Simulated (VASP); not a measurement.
# LiNiF4 (P6/mmm) in VASP: single point with PBE

Aim: the single point of LiNiF4 with PBE.

All numbers are computed with VASP 6.6.1; they aren't measurements. Logs are shortened: lines on timing, memory, paths and dates and some standing lists are left out, and cuts for length are marked.

**1. The cell of the first run**

It takes space group P6/mmm (No. 191, hexagonal). Conventional cell: a = 3.691 Å, b = 3.691 Å, c = 5.477 Å, α = 90.00°, β = 90.00°, γ = 120.00°. Li (site symmetry 6/mmm) has 12 F at 2.60 Å and 2 Ni at 2.74 Å within 3.4 Å. Within 3.3 Å of Ni (site symmetry 6/mmm) lie 12 F at 2.47 Å and 2 Li at 2.74 Å. F (site symmetry 3m) has 4 F at 2.13 to 2.49 Å and 3 Ni at 2.47 Å and 3 Li at 2.60 Å within 2.8 Å.

The cell was built from a structure type or drawn by symmetry, and may not be a known phase.

**2. Single point, PBE, collinear spin, ferromagnetic start**

Input file INCAR:

```
PREC = Accurate ; ENCUT = 520
EDIFF = 1E-6 ; ISMEAR = 0
SIGMA = 0.1 ; LREAL = False
LASPH = True ; NELM = 150
ALGO = Normal ; ISIF = 2
LWAVE = False ; LCHARG = False
ISPIN = 2 ; MAGMOM = 0 2 0 0 0 0
LORBIT = 11 ; LMAXMIX = 4
GGA = PE ; NBANDS = 34
```

Input file KPOINTS:

```
regular mesh
0
Gamma
  6 6 4
```

Input file POSCAR:

```
LiNiF4
1.0
    3.6910874397      0.0000000000      0.0000000000
   -1.8455437199      3.1965754904      0.0000000000
    0.0000000000      0.0000000000      5.4770505531
Li Ni F
1 1 4
Direct
    0.0000000000      0.0000000000      0.5000000000
    0.0000000000      0.0000000000      0.0000000000
    0.6666666667      0.3333333333      0.2269651922
    0.3333333333      0.6666666667      0.7730348078
    0.3333333333      0.6666666667      0.2269651922
    0.6666666667      0.3333333333      0.7730348078
```

Potentials or basis: VASP PAW PBE potentials, release 64 (Li_sv, Ni, F).

Launch:

```bash
cat potpaw_PBE.64/Li_sv/POTCAR potpaw_PBE.64/Ni/POTCAR potpaw_PBE.64/F/POTCAR > POTCAR
mpirun -np 1 vasp_std > vasp.out
```

OUTCAR:

```text
PREC = Accurate
   ENCUT = 520
   EDIFF = 1E-6
   ISMEAR = 0
   LREAL = False
   LASPH = True
   NELM = 150
   ISIF = 2
   ISPIN = 2
   LORBIT = 11
   GGA = PE

 ion  position               nearest neighbor table
   1  0.000  0.000  0.500-   2 2.74   2 2.74
   2  0.000  0.000  0.000-   3 2.47   4 2.47   5 2.47   6 2.47   3 2.47   6 2.47   4 2.47   5 2.47
                             3 2.47   6 2.47   4 2.47   5 2.47   1 2.74   1 2.74
   3  0.667  0.333  0.227-   2 2.47   2 2.47   2 2.47
   4  0.333  0.667  0.773-   2 2.47   2 2.47   2 2.47
   5  0.333  0.667  0.227-   2 2.47   2 2.47   2 2.47
   6  0.667  0.333  0.773-   2 2.47   2 2.47   2 2.47

  LATTYP: Found a hexagonal cell.
 ALAT       =     3.6910874397
 C/A-ratio  =     1.4838582511

  Lattice vectors:

 A1 = (   3.6910874397,   0.0000000000,   0.0000000000)
 A2 = (  -1.8455437199,   3.1965754904,   0.0000000000)
 A3 = (   0.0000000000,   0.0000000000,   5.4770505531)

Analysis of symmetry for initial positions (statically):
=====================================================================
 Subroutine PRICEL returns:
 Original cell was already a primitive cell.

 Routine SETGRP: Setting up the symmetry group for a
 hexagonal supercell.

 Subroutine GETGRP returns: Found 24 space group operations
 (whereof 24 operations were pure point group operations)
 out of a pool of 24 trial point group operations.

The static configuration has the point symmetry D_6h.

Analysis of symmetry for dynamics (positions and initial velocities):
=====================================================================
 Subroutine PRICEL returns:
 Original cell was already a primitive cell.

 Routine SETGRP: Setting up the symmetry group for a
 hexagonal supercell.

 Subroutine GETGRP returns: Found 24 space group operations
 (whereof 24 operations were pure point group operations)
 out of a pool of 24 trial point group operations.

The dynamic configuration has the point symmetry D_6h.

Analysis of structural, dynamic, and magnetic symmetry:
=====================================================================
 Subroutine PRICEL returns:
 Original cell was already a primitive cell.

 Routine SETGRP: Setting up the symmetry group for a
 hexagonal supercell.

 Subroutine GETGRP returns: Found 24 space group operations
 (whereof 24 operations were pure point group operations)
 out of a pool of 24 trial point group operations.

The overall configuration has the point symmetry D_6h.

[... 134 lines left out ...]
 Gauss-broadening in eV      SIGMA  =   0.10
  energy-cutoff  :      520.00
  volume of cell :       64.62
 maximum number of plane-waves:      1752
 NGX is ok and might be reduce to    28
   NGX = 13   NGY = 13   NGZ = 21

 number of electron      41.0000018 magnetization       2.9992907

 Free energy of the ion-electron system (eV)
  ---------------------------------------------------
  ext. energy  EPLUGINS =         0.00000000
  ---------------------------------------------------
  free energy    TOTEN  =       -20.36800729 eV

  energy without entropy =      -20.32967578  energy(sigma->0) =      -20.34884154

 E-fermi :   1.0228     XC(G=0): -10.0290

 val. band max:        1.0193412047   @ k =   0.1667   0.0000   0.2500
 cond. band min:       1.0270379859   @ k =   0.5000   0.0000   0.5000
 fundamental gap:      0.0076967812
 Fermi energy:         1.0227886257

 spin component 1

 k-point     1 :       0.0000    0.0000    0.0000
  band No.  band energies     occupation
      1     -43.9803      1.00000
      2     -21.8337      1.00000
      3     -21.3996      1.00000
      4     -19.5229      1.00000
      5     -19.2637      1.00000
      6      -4.3277      1.00000
[... 724 lines left out ...]
     31      21.3161      0.00000
     32      21.3161      0.00000
 Fermi energy:         1.0227886257

 spin component 2

 k-point     1 :       0.0000    0.0000    0.0000
  band No.  band energies     occupation
      1     -43.9873      1.00000
      2     -21.2401      1.00000
      3     -20.7800      1.00000
      4     -18.8540      1.00000
      5     -18.5807      1.00000
      6      -4.0696      1.00000
[... 724 lines left out ...]
     31      21.4036      0.00000
     32      21.4036      0.00000
 [bands above 32 left out]

------------------------ aborting loop because EDIFF is reached ----------------------------------------

  FORCE on cell =-STRESS in cart. coord.  units (eV):
  Direction    XX          YY          ZZ          XY          YZ          ZX
  --------------------------------------------------------------------------------------
  -------------------------------------------------------------------------------------
  Total       -0.1682324     -0.1682324     -0.0752014      0.0000000     -0.0000000      0.0000000
  in kB       -4.1709431     -4.1709431     -1.8644483      0.0000000     -0.0000000      0.0000000
  external PRESSURE =      -3.4021115 kB  Pullay stress =       0.0000000 kB

 VOLUME and BASIS-vectors are now :
 -----------------------------------------------------------------------------
  energy-cutoff  :      520.00
  volume of cell :       64.62
      direct lattice vectors                 reciprocal lattice vectors
     3.691087440  0.000000000  0.000000000     0.270922869  0.156417392  0.000000000
    -1.845543720  3.196575490  0.000000000     0.000000000  0.312834783  0.000000000
     0.000000000  0.000000000  5.477050553     0.000000000  0.000000000  0.182580020

 POSITION                                       TOTAL-FORCE (eV/Angst)
 -----------------------------------------------------------------------------------
      0.00000      0.00000      2.73853         0.000000     -0.000000      0.000000
      0.00000      0.00000      0.00000         0.000000     -0.000000      0.000000
      1.84554      1.06553      1.24310        -0.000000      0.000000      0.016884
     -0.00000      2.13105      4.23395        -0.000000      0.000000     -0.016884
     -0.00000      2.13105      1.24310        -0.000000     -0.000000      0.016884
      1.84554      1.06553      4.23395         0.000000     -0.000000     -0.016884
 -----------------------------------------------------------------------------------
    total drift:                                0.000000     -0.000000     -0.000000

  FREE ENERGIE OF THE ION-ELECTRON SYSTEM (eV)
  ---------------------------------------------------
  free  energy   TOTEN  =       -20.3680072881 eV

  energy  without entropy=      -20.3296757829  energy(sigma->0) =      -20.34884154

 total charge

# of ion       s       p       d       tot
------------------------------------------
    1        1.993   0.015   0.000   2.008
    2        0.182   0.152   8.076   8.410
    3        1.757   4.227   0.000   5.984
    4        1.757   4.227   0.000   5.984
    5        1.757   4.227   0.000   5.984
    6        1.757   4.227   0.000   5.984
--------------------------------------------------
tot          9.204  17.075   8.076  34.355

 magnetization (x)

# of ion       s       p       d       tot
------------------------------------------
    1       -0.001  -0.001   0.000  -0.002
    2       -0.007  -0.005   1.619   1.607
    3        0.001   0.335   0.000   0.337
    4        0.001   0.335   0.000   0.337
    5        0.001   0.335   0.000   0.337
    6        0.001   0.335   0.000   0.337
--------------------------------------------------
tot         -0.002   1.336   1.619   2.952
```

Run time: 3.9 min. Hardware: 1 thread of AMD EPYC 7R13, shared host; peak memory 0.21 GiB.

Results:

```
Free energy                                           : -20.3680 eV
Largest force                                         : 0.017 eV/Å
Band gap on the k mesh                                : zero (filled and empty bands overlap)
Net moment                                            : 3.00 μB per cell
Site moments                                          : Li -0.00; Ni +1.61; F +0.34 μB
Valence electrons inside the program's atomic spheres : Li 2.01; Ni 8.41; F 5.98
```

Forces on the atoms (eV/Å):
```
Li   0.000  0.000  0.000
Ni   0.000  0.000  0.000
F    0.000  0.000  0.017
F    0.000  0.000 -0.017
F    0.000  0.000  0.017
F    0.000  0.000 -0.017
```

Levels at points of the mesh, in eV from the Fermi level:
Spin up:
```csv
k point,band 20,band 21,band 22,band 23,band 24,band 25
"(0.00, 0.00, 0.00)",-1.03,-0.89,-0.89,2.77,6.54,9.38
"(0.50, 0.00, 0.00)",-1.31,-0.82,-0.61,5.12,7.94,8.14
"(0.00, 0.00, 0.50)",-1.37,-0.95,-0.95,3.35,5.86,11.63
"(0.50, 0.00, 0.50)",-1.39,-0.84,-0.59,5.03,7.88,9.20
```
Spin down:
```
           k point  band 16  band 17  band 18  band 19  band 20  band 21  band 22  band 23
(0.00, 0.00, 0.00)    -1.18    -1.08    -0.67    -0.18    -0.18     0.61     0.61     3.05
(0.50, 0.00, 0.00)    -1.10    -1.03    -0.18     0.04     0.04     0.20     0.49     5.64
(0.00, 0.00, 0.50)    -1.08    -1.08    -1.02    -0.16    -0.16     0.57     0.57     3.68
(0.50, 0.00, 0.50)    -1.10    -1.02    -0.10     0.00     0.02     0.16     0.51     5.55
```

Caveat: the cutoff is under 1.25 times the usual one of these potentials, so pressure, stress and relaxed cells hold a basis-set (Pulay) error; a cell with one magnetic atom can't hold antiferromagnetic order, which such compounds often take; semilocal functionals often make such compounds metallic where correlation or magnetic order opens a gap, which also shifts bond lengths. With open d or f shells a metallic result of PBE can be an artefact of self-interaction; +U or a hybrid may open a gap.
